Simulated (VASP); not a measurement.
# SnSe2 (P-3m1) in VASP: a series of runs

Runs on SnSe2. Level: PBEsol. Tasks: single point.

Everything below comes from runs of VASP 6.6.1. Logs are shortened: lines on timing, memory, paths and dates and some standing lists are left out, and cuts for length are marked.

**1. The cell of the first run**

The structure is trigonal, space group P-3m1 (No. 164). The conventional cell has a = 4.023 Å, b = 4.023 Å, c = 5.507 Å, α = 90.00°, β = 90.00°, γ = 120.00°. Sn (site symmetry -3m) has 6 Se at 2.70 Å within 3.6 Å. Se (site symmetry 3m) has 3 Sn at 2.70 Å within 3.6 Å.

**2. Single point, PBEsol**

The input, INCAR:

```
PREC     = Accurate       # precision mode
ENCUT    = 520            # plane-wave cutoff, eV
EDIFF    = 1E-6           # SCF threshold, eV
ISMEAR   = 0              # smearing method
SIGMA    = 0.05           # smearing width, eV
LREAL    = F              # projectors in reciprocal space
LASPH    = T              # aspherical terms in the spheres
NELM     = 60             # most SCF steps
ALGO     = Normal         # electronic algorithm
ISIF     = 2              # what is computed and relaxed
LWAVE    = F              # write WAVECAR
LCHARG   = T              # write CHGCAR
GGA      = PS             # functional
LELF     = T              # ELF
LVHAR    = T            
NBANDS   = 20             # bands
```

The input, KPOINTS:

```
regular mesh
0
Gamma
  6 6 4
```

The input, POSCAR:

```
SnSe2
1.0
    4.0231463824      0.0000000000      0.0000000000
   -2.0115731912      3.4841469703      0.0000000000
    0.0000000000      0.0000000000      5.5068351236
Sn Se
1 2
Direct
    0.0000000000      0.0000000000      0.0000000000
    0.3333333333      0.6666666667      0.2500000000
    0.6666666667      0.3333333333      0.7500000000
```

Potentials or basis: VASP PAW PBE potentials, release 64 (Sn_d, Se).

Command:

```sh
> cat potpaw_PBE.64/Sn_d/POTCAR potpaw_PBE.64/Se/POTCAR > POTCAR
> mpirun -np 1 vasp_std > vasp.out
```

OUTCAR:

```text
PREC = Accurate
   ENCUT = 520
   EDIFF = 1E-6
   ISMEAR = 0
   LREAL = F
   LASPH = T
   NELM = 60
   ISIF = 2
   GGA = PS

 ion  position               nearest neighbor table
   1  0.000  0.000  0.000-   2 2.70   3 2.70   2 2.70   3 2.70   3 2.70   2 2.70
   2  0.333  0.667  0.250-   1 2.70   1 2.70   1 2.70
   3  0.667  0.333  0.750-   1 2.70   1 2.70   1 2.70

  LATTYP: Found a hexagonal cell.
 ALAT       =     4.0231463824
 C/A-ratio  =     1.3687881574

  Lattice vectors:

 A1 = (   4.0231463824,   0.0000000000,   0.0000000000)
 A2 = (  -2.0115731912,   3.4841469703,   0.0000000000)
 A3 = (   0.0000000000,   0.0000000000,   5.5068351236)

Analysis of symmetry for initial positions (statically):
=====================================================================
 Subroutine PRICEL returns:
 Original cell was already a primitive cell.

 Routine SETGRP: Setting up the symmetry group for a
 hexagonal supercell.

 Subroutine GETGRP returns: Found 12 space group operations
 (whereof 12 operations were pure point group operations)
 out of a pool of 24 trial point group operations.

The static configuration has the point symmetry D_3d.

Analysis of symmetry for dynamics (positions and initial velocities):
=====================================================================
 Subroutine PRICEL returns:
 Original cell was already a primitive cell.

 Routine SETGRP: Setting up the symmetry group for a
 hexagonal supercell.

 Subroutine GETGRP returns: Found 12 space group operations
 (whereof 12 operations were pure point group operations)
 out of a pool of 24 trial point group operations.

The dynamic configuration has the point symmetry D_3d.

 Subroutine INISYM returns: Found 12 space group operations
 (whereof 12 operations are pure point group operations),
 and found     1 'primitive' translations

----------------------------------------------------------------------------------------

                                     Primitive cell

  volume of cell :      77.1906

  direct lattice vectors                    reciprocal lattice vectors
     4.023146382  0.000000000  0.000000000     0.248561674  0.143507149  0.000000000
    -2.011573191  3.484146970  0.000000000     0.000000000  0.287014299  0.000000000
     0.000000000  0.000000000  5.506835124     0.000000000  0.000000000  0.181592508

  length of vectors
     4.023146382  4.023146382  5.506835124     0.287014299  0.287014299  0.181592508

  position of ions in fractional coordinates (direct lattice)
     0.000000000  0.000000000  0.000000000
     0.333333333  0.666666667  0.250000000
     0.666666667  0.333333333  0.750000000

  ion indices of the primitive-cell ions
   primitive index   ion index
                 1           1
                 2           2
                 3           3

----------------------------------------------------------------------------------------

 KPOINTS: regular mesh

Automatic generation of k-mesh.
 Grid dimensions read from file:
 generate k-points for:    6    6    4

 Generating k-lattice:

  Cartesian coordinates                     Fractional coordinates (reciprocal lattice)
     0.041426946  0.023917858  0.000000000     0.166666667  0.000000000  0.000000000
     0.000000000  0.047835716  0.000000000     0.000000000  0.166666667  0.000000000
     0.000000000  0.000000000  0.045398127     0.000000000  0.000000000  0.250000000

  Length of vectors
     0.047835716  0.047835716  0.045398127

  Shift w.r.t. Gamma in fractional coordinates (k-lattice)
     0.000000000  0.000000000  0.000000000

 Subroutine IBZKPT returns following result:
 ===========================================

 Found     24 irreducible k-points:

 Following reciprocal coordinates:
            Coordinates               Weight
  0.000000  0.000000  0.000000      1.000000
  0.166667  0.000000  0.000000      6.000000
  0.333333 -0.000000  0.000000      6.000000
  0.500000  0.000000  0.000000      3.000000
  0.166667  0.166667  0.000000      6.000000
  0.333333  0.166667  0.000000     12.000000
[... 16 lines left out ...]
  0.333333  0.166667  0.500000     12.000000
  0.333333  0.333333  0.500000      2.000000
   k-points           NKPTS =     24   k-points in BZ     NKDIM =     24   number of bands    NBANDS=     20
   number of dos      NEDOS =    301   number of ions     NIONS =      3
   total plane-waves  NPLWV =  37800
   dimension x,y,z NGX =    30 NGY =   30 NGZ =   42
   dimension x,y,z NGXF=    60 NGYF=   60 NGZF=   84
   ions per type =               1   2
   NGX,Y,Z   is equivalent  to a cutoff of  12.40, 12.40, 12.68 a.u.
   NGXF,Y,Z  is equivalent  to a cutoff of  24.79, 24.79, 25.36 a.u.
 SYSTEM =  unknown system
   PREC   = accura    normal or accurate (medium, high low for compatibility)
   ISTART =      0    job   : 0-new  1-cont  2-samecut
   ICHARG =      2    charge: 1-file 2-atom 10-const
   ISPIN  =      1    spin polarized calculation?
   LNONCOLLINEAR =      F non collinear calculations
   LSORBIT =      F    spin-orbit coupling
   LASPH  =      T    aspherical Exc in radial PAW
   ENCUT  =  520.0 eV  38.22 Ry    6.18 a.u.   7.48  7.48 10.24*2*pi/ulx,y,z
   NELM   =     60;   NELMIN=  2; NELMDL= -5     # of ELM steps
   EDIFF  = 0.1E-05   stopping-criterion for ELM
   LREAL  =      F    real-space projection
   EDIFFG = 0.1E-04   stopping-criterion for IOM
   NSW    =      0    number of steps for IOM
   IBRION =     -1    ionic relax: 0-MD 1-quasi-New 2-CG
   NFREE  =      0    steps in history (QN), initial steepest desc. (CG)
   ISIF   =      2    stress and relaxation
   ISYM   =      2    0-nonsym 1-usesym 2-fastsym
   POTIM  = 0.5000    time-step for ionic-motion
   TEBEG  =    0.0;   TEEND  =   0.0 temperature during run
   PSTRESS=    0.0 pullay stress
   NELECT =      26.0000    total number of electrons
   NUPDOWN=      -1.0000    fix difference up-down
   EMIN   =  10.00;   EMAX   =-10.00  energy-range for DOS
   EFERMI =   0.00;   METHOD = LEGACY
   ISMEAR =     0;   SIGMA  =   0.05  broadening in eV -4-tet -1-fermi 0-gaus
   EFERMI_NEDOS =   21; number of points for ismear=-14 and -15
   IALGO  =     38    algorithm
   IMIX   =      4    mixing-type and parameters
     AMIX     =   0.40;   BMIX     =  1.00
     AMIX_MAG =   1.60;   BMIX_MAG =  1.00
  volume/ion in A,a.u.               =      25.73       173.64
  Fermi-wavevector in a.u.,A,eV,Ry     =   1.139054  2.152501 17.652812  1.297445
  Thomas-Fermi vector in A             =   2.275758
   LORBIT       =      0    0 simple, 1 ext, 2 COOP (PROOUT), +10 PAW based schemes
   GGA     = PS    functional components
   LHFCALC =     F    Hartree Fock is set to
   AEXX    =    0.0000 exact exchange contribution
   IVDW    =     0    specifies the selected vdW correction
   LEPSILON=     F    determine dielectric tensor
   LRPA    =     F    only Hartree local field effects (RPA)
 non-spin polarized calculation
 Gauss-broadening in eV      SIGMA  =   0.05
  energy-cutoff  :      520.00
  volume of cell :       77.19
 maximum number of plane-waves:      2120
 NGX is ok and might be reduce to    30

 number of electron      25.9999994 magnetization

 Free energy of the ion-electron system (eV)
  ---------------------------------------------------
  ext. energy  EPLUGINS =         0.00000000
  ---------------------------------------------------
  free energy    TOTEN  =       -12.70519439 eV

  energy without entropy =      -12.70517753  energy(sigma->0) =      -12.70518596

 E-fermi :   4.7892     XC(G=0):  -9.6811

 val. band max:        4.6779648093   @ k =   0.1667   0.0000   0.0000
 cond. band min:       4.9009496732   @ k =   0.0000   0.3333   0.2500
 fundamental gap:      0.2229848639
 Fermi energy:         4.7891628095

 k-point     1 :       0.0000    0.0000    0.0000
  band No.  band energies     occupation
      1     -17.0946      2.00000
      2     -17.0946      2.00000
      3     -17.0793      2.00000
      4     -17.0466      2.00000
      5     -17.0466      2.00000
      6      -9.8107      2.00000
[... 12 lines left out ...]
     19      12.7207      0.00000
     20      12.7207      0.00000

 k-point     2 :       0.1667    0.0000    0.0000
  band No.  band energies     occupation
      1     -17.1067      2.00000
      2     -17.0922      2.00000
      3     -17.0739      2.00000
      4     -17.0479      2.00000
      5     -17.0418      2.00000
      6      -9.5694      2.00000
[... 12 lines left out ...]
     19      12.0793      0.00000
     20      12.7389      0.00000

 k-point     3 :       0.3333   -0.0000    0.0000
  band No.  band energies     occupation
      1     -17.1311      2.00000
      2     -17.0899      2.00000
      3     -17.0667      2.00000
      4     -17.0466      2.00000
      5     -17.0294      2.00000
      6      -8.9171      2.00000
[... 12 lines left out ...]
     19      11.9105      0.00000
     20      13.4272      0.00000

 k-point     4 :       0.5000    0.0000    0.0000
  band No.  band energies     occupation
      1     -17.1433      2.00000
      2     -17.0897      2.00000
      3     -17.0659      2.00000
      4     -17.0432      2.00000
      5     -17.0222      2.00000
      6      -8.3300      2.00000
[... 12 lines left out ...]
     19      13.4788      0.00000
     20      14.5353      0.00000

 k-point     5 :       0.1667    0.1667    0.0000
  band No.  band energies     occupation
      1     -17.1204      2.00000
      2     -17.0944      2.00000
      3     -17.0664      2.00000
      4     -17.0488      2.00000
      5     -17.0334      2.00000
      6      -9.1174      2.00000
[... 12 lines left out ...]
     19      11.0112      0.00000
     20      13.9492      0.00000
[... 353 lines left out ...]
      6      -8.1642      2.00000
[... 12 lines left out ...]
     19      14.2136      0.00000
     20      14.6283      0.00000

 k-point    22 :       0.1667    0.1667    0.5000
  band No.  band energies     occupation
      1     -17.1209      2.00000
      2     -17.0945      2.00000
      3     -17.0659      2.00000
      4     -17.0489      2.00000
      5     -17.0334      2.00000
      6      -8.8502      2.00000
[... 12 lines left out ...]
     19      12.4435      0.00000
     20      13.2885      0.00000

 k-point    23 :       0.3333    0.1667    0.5000
  band No.  band energies     occupation
      1     -17.1334      2.00000
      2     -17.0983      2.00000
      3     -17.0610      2.00000
      4     -17.0448      2.00000
      5     -17.0276      2.00000
      6      -8.2190      2.00000
[... 12 lines left out ...]
     19      12.6143      0.00000
     20      13.4708      0.00000

 k-point    24 :       0.3333    0.3333    0.5000
  band No.  band energies     occupation
      1     -17.1177      2.00000
      2     -17.1177      2.00000
      3     -17.0550      2.00000
      4     -17.0378      2.00000
      5     -17.0378      2.00000
      6      -7.8239      2.00000
[... 12 lines left out ...]
     19      12.6321      0.00000
     20      12.6321      0.00000

------------------------ aborting loop because EDIFF is reached ----------------------------------------

  FORCE on cell =-STRESS in cart. coord.  units (eV):
  Direction    XX          YY          ZZ          XY          YZ          ZX
  --------------------------------------------------------------------------------------
  -------------------------------------------------------------------------------------
  Total       -0.1914822     -0.1914822      2.8506173      0.0000000     -0.0000000      0.0000000
  in kB       -3.9744288     -3.9744288     59.1677602      0.0000000     -0.0000000      0.0000000
  external PRESSURE =      17.0729675 kB  Pullay stress =       0.0000000 kB

 VOLUME and BASIS-vectors are now :
 -----------------------------------------------------------------------------
  energy-cutoff  :      520.00
  volume of cell :       77.19
      direct lattice vectors                 reciprocal lattice vectors
     4.023146382  0.000000000  0.000000000     0.248561674  0.143507149  0.000000000
    -2.011573191  3.484146970  0.000000000     0.000000000  0.287014299  0.000000000
     0.000000000  0.000000000  5.506835124     0.000000000  0.000000000  0.181592508

 POSITION                                       TOTAL-FORCE (eV/Angst)
 -----------------------------------------------------------------------------------
      0.00000      0.00000      0.00000         0.000000      0.000000      0.000000
     -0.00000      2.32276      1.37671         0.000000      0.000000      1.094689
      2.01157      1.16138      4.13013        -0.000000      0.000000     -1.094689
 -----------------------------------------------------------------------------------
    total drift:                                0.000000      0.000000     -0.000000

  FREE ENERGIE OF THE ION-ELECTRON SYSTEM (eV)
  ---------------------------------------------------
  free  energy   TOTEN  =       -12.7051943850 eV

  energy  without entropy=      -12.7051775321  energy(sigma->0) =      -12.70518596
```

Wall time 40 s (1 thread of Intel Xeon Platinum 8488C (Sapphire Rapids), shared host); peak memory 0.2 GiB.

What came out:

* Free energy: -12.7052 eV
* Pressure: 1.7 GPa
* Largest force: 1.095 eV/Å
* Band gap on the k mesh: 0.22 eV, indirect (least direct gap 0.77 eV)

Forces on the atoms (eV/Å):
```
Sn   0.000  0.000  0.000
Se   0.000  0.000  1.095
Se   0.000  0.000 -1.095
```

Levels at points of the mesh, in eV from the valence-band top:
```tsv
k point	band 11	band 12	band 13	band 14	band 15	band 16
(0.00, 0.00, 0.00)	-1.62	-1.62	-0.49	0.28	1.49	3.67
(0.50, 0.00, 0.00)	-3.22	-1.59	-0.84	0.39	2.98	4.78
(0.00, 0.00, 0.50)	-1.96	-1.33	-1.33	1.07	1.62	3.08
(0.50, 0.00, 0.50)	-2.00	-1.62	-1.57	0.91	3.58	5.13
```

Caveat: the PAW data sets were made with another functional, which shifts forces and pressure a little; spin-orbit coupling is left out, which moves the levels of the heavy elements. A k mesh can miss the band edges.

**3. Single point, PBEsol**

This run uses another cell than the first one, of the same volume but with other edges.

The input, INCAR:

```
  PREC = Accurate
  ENCUT = 520
  EDIFF = 1E-6
  ISMEAR = 0
  SIGMA = 0.05
  LREAL = False
  LASPH = True
  NELM = 80
  ALGO = Normal
  ISIF = 2
  LWAVE = False
  LCHARG = False
  GGA = PS
  NBANDS = 20
```

KPOINTS is that of step 2.

The input, POSCAR:

```
SnSe2
1.0
    3.5862871595      0.0000000000      0.0000000000
   -1.7931435797      3.1058157854      0.0000000000
    0.0000000000      0.0000000000      6.9301657311
Sn Se
1 2
Direct
    0.0000000000      0.0000000000      0.0000000000
    0.3333333333      0.6666666667      0.2500000000
    0.6666666667      0.3333333333      0.7500000000
```

Potentials or basis: VASP PAW PBE potentials, release 64 (Sn_d, Se).

Command:

```sh
> cat potpaw_PBE.64/Sn_d/POTCAR potpaw_PBE.64/Se/POTCAR > POTCAR
> mpirun -np 1 vasp_std > vasp.out
```

OUTCAR:

```text
PREC = Accurate
   ENCUT = 520
   EDIFF = 1E-6
   ISMEAR = 0
   LREAL = False
   LASPH = True
   NELM = 80
   ISIF = 2
   GGA = PS

 ion  position               nearest neighbor table
   1  0.000  0.000  0.000-   2 2.70   3 2.70   2 2.70   3 2.70   3 2.70   2 2.70
   2  0.333  0.667  0.250-   1 2.70   1 2.70   1 2.70
   3  0.667  0.333  0.750-   1 2.70   1 2.70   1 2.70

  LATTYP: Found a hexagonal cell.
 ALAT       =     3.5862871595
 C/A-ratio  =     1.9324068104

  Lattice vectors:
[... 741 lines left out ...]

  FORCE on cell =-STRESS in cart. coord.  units (eV):
  Direction    XX          YY          ZZ          XY          YZ          ZX
  --------------------------------------------------------------------------------------
  -------------------------------------------------------------------------------------
  Total        3.4187504      3.4187504     -2.5590121      0.0000000     -0.0000000      0.0000000
  in kB       70.9599982     70.9599982    -53.1151661      0.0000000     -0.0000000      0.0000000
  external PRESSURE =      29.6016101 kB  Pullay stress =       0.0000000 kB

 VOLUME and BASIS-vectors are now :
 -----------------------------------------------------------------------------
  energy-cutoff  :      520.00
  volume of cell :       77.19
      direct lattice vectors                 reciprocal lattice vectors
     3.586287159  0.000000000  0.000000000     0.278839913  0.160988299  0.000000000
    -1.793143580  3.105815785  0.000000000     0.000000000  0.321976598  0.000000000
     0.000000000  0.000000000  6.930165731     0.000000000  0.000000000  0.144296693

 POSITION                                       TOTAL-FORCE (eV/Angst)
 -----------------------------------------------------------------------------------
      0.00000      0.00000      0.00000         0.000000      0.000000      0.000000
     -0.00000      2.07054      1.73254        -0.000000     -0.000000     -0.632478
      1.79314      1.03527      5.19762         0.000000      0.000000      0.632478
 -----------------------------------------------------------------------------------
    total drift:                               -0.000000     -0.000000      0.000000

  FREE ENERGIE OF THE ION-ELECTRON SYSTEM (eV)
  ---------------------------------------------------
  free  energy   TOTEN  =       -12.6502338091 eV

  energy  without entropy=      -12.6489010125  energy(sigma->0) =      -12.64956741
```

stdout:

```text
POSCAR found type information on POSCAR SnSe
 POSCAR found :  2 types and       3 ions
 scaLAPACK will be used
 -----------------------------------------------------------------------------
|                                                                             |
|                                                                             |
|     You enforced a specific xc type in the INCAR file but a different       |
|     I HOPE YOU KNOW WHAT YOU ARE DOING!                                     |
|                                                                             |
 -----------------------------------------------------------------------------

 LDA part: xc-table for (Slater+PW92), standard interpolation
 POSCAR, INCAR and KPOINTS ok, starting setup
 FFT: planning ... GRIDC
 FFT: planning ... GRID_SOFT
 FFT: planning ... GRID
 WAVECAR not read
 entering main loop
```

Wall time 38 s (1 thread of Intel Xeon Platinum 8488C (Sapphire Rapids), shared host); peak memory 0.2 GiB.

Results:

```
Free energy            : -12.6502 eV
Pressure               : 3.0 GPa
Largest force          : 0.632 eV/Å
Band gap on the k mesh : zero (band 13 reaches 4.61 eV, above the bottom of band 14 at 4.39 eV)
```

Forces on the atoms (eV/Å):
```
Sn   0.000  0.000  0.000
Se   0.000  0.000 -0.632
Se   0.000  0.000  0.632
```

Stress tensor (GPa, compression positive):
```
 7.10  0.00  0.00
 0.00  7.10  0.00
 0.00  0.00 -5.31
```

Caveat: the PAW data sets were made with another functional, which shifts forces and pressure a little; spin-orbit coupling is left out, which moves the levels of the heavy elements; this functional lacks dispersion, which binds the layers, so the pressure and a relaxed spacing across them are unreliable.
